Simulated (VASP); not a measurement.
Input of a VASP 6.6.1 run:

File INCAR:

```
SYSTEM = HfZn
ALGO = Normal ; EDIFF = 1E-8
ENCUT = 520 ; GGA = PS
IBRION = 8 ; ISIF = 2
ISMEAR = 1 ; LASPH = .True.
LCHARG = .False. ; LREAL = .False.
LWAVE = .False. ; NBANDS = 18
NELM = 60 ; NSW = 1
PREC = Accurate ; SIGMA = 0.1
```

File KPOINTS:

```
k-points
0
Gamma
  4 4 4
  0 0 0
```

File POSCAR:

```
HfZn
1.0
    3.2751050000      0.0000000000      0.0000000000
    0.0000000000      3.2751050000      0.0000000000
    0.0000000000      0.0000000000      3.2751050000
Hf Zn
1 1
Direct
    0.5000000000      0.5000000000      0.5000000000
    0.0000000000      0.0000000000      0.0000000000
```

Potentials or basis: VASP PAW PBE potentials, release 64 (Hf_pv, Zn).

The run is started by

```bash
$ cat potpaw_PBE.64/Hf_pv/POTCAR potpaw_PBE.64/Zn/POTCAR > POTCAR
$ mpirun -np 1 vasp_std > vasp.out
```

Q: What does it give for the highest phonon frequency at Γ?

A: 154 cm⁻¹.

Phonon frequencies in cm⁻¹ (negative: imaginary):
```csv
q point,frequencies
"(0.000, 0.000, 0.000)",0 0 0 154 154 154
```

Caveat: the k points lie up to 0.48 Å⁻¹ apart; the cell stands under pressure or tension, which shifts response properties.
